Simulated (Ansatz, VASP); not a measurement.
CdS in VASP and in Ansatz

File POSCAR:

```
CdS
1.0
    4.1646012827      0.0000000000      0.0000000000
   -2.0823006414      3.6066505075      0.0000000000
    0.0000000000      0.0000000000      6.4953700704
Cd S
2 2
Direct
    0.3333333333      0.6666666667     -0.0064118545
    0.6666666667      0.3333333333      0.4935881455
    0.3333333333      0.6666666667      0.3814118545
    0.6666666667      0.3333333333      0.8814118545
```

Contents of INCAR.step1:

```
PREC = Accurate
ENCUT = 520
ISMEAR = 0
SIGMA = 0.01
LREAL = F
LASPH = T
NELM = 80
NBANDS = 26
GGA = PE
ALGO = Normal
EDIFF = 1E-4
LWAVE = T
LCHARG = F
```

File INCAR.step2:

```
PREC = Accurate
ENCUT = 520
EDIFF = 1E-6
ISMEAR = 0
SIGMA = 0.01
LREAL = F
LASPH = T
NELM = 80
ALGO = Normal
ISIF = 2
LWAVE = F
LCHARG = F
METAGGA = R2SCAN
LMIXTAU = T
NBANDS = 26
ISTART = 1
```

The input KPOINTS:

```
regular mesh
0
Gamma
  12 12 4
```

Input for Ansatz:

```yaml
crystal:
  lattice:
    - [4.1646012827, 0.0, 0.0]
    - [-2.0823006414, 3.6066505075, 0.0]
    - [0.0, 0.0, 6.4953700704]
  atoms:
    - { symbol: Cd, position: [0.3333333333, 0.6666666667, -0.0064118545] }
    - { symbol: Cd, position: [0.6666666667, 0.3333333333, 0.4935881455] }
    - { symbol: S, position: [0.3333333333, 0.6666666667, 0.3814118545] }
    - { symbol: S, position: [0.6666666667, 0.3333333333, 0.8814118545] }
kpoints:
  mp_grid: { grid: [12, 12, 4] }
  band_path:
    path:
      - [0.0, 0.0, 0.0]
      - [0.5, 0.0, 0.0]
      - [0.3333333333, 0.3333333333, 0.0]
      - [0.0, 0.0, 0.5]
      - [0.5, 0.0, 0.5]
      - [0.3333333333, 0.3333333333, 0.5]
    npoints: 1
hamiltonian:
  xc: r2scan
scf:
  occupations: { method: fixed }
  n_extra_bands: 5
output:
  forces: true
  stress: true
  eigenvalues: true
```

Change from the starting cell: uniaxial_z strain -4.0%.

Alike in both runs: task single point; functional r2SCAN; k mesh 12 × 12 × 4; no spin polarisation.

|  | VASP | Ansatz |
| --- | --- | --- |
| version | VASP 6.6.1 | Ansatz 0.2.0 |
| potentials or method | VASP PAW PBE potentials, release 64 (Cd, S) | plane waves, PAW |
| plane-wave cutoff (eV) | 520 | 500 |
| occupations | gaussian, width 0.01 eV | fixed |
| valence electrons in the cell | 36 | 52 |

Ansatz gave:

* gap on the k mesh at the Fermi level (eV): 1.73
* pressure (GPa): 2.6
* traceless stress, the component that is largest in VASP (GPa): 1.11

Problem. Estimate VASP's values.

Solution. gap on the k mesh at the Fermi level (eV): 1.73; pressure (GPa): 3.0; traceless stress, the component that is largest in VASP (GPa): 1.12.

VASP's potentials were made for PBE, not for r2SCAN. VASP's potentials hold 36 valence electrons a cell and Ansatz's 52, so a difference there can come from the potentials and not from the codes.
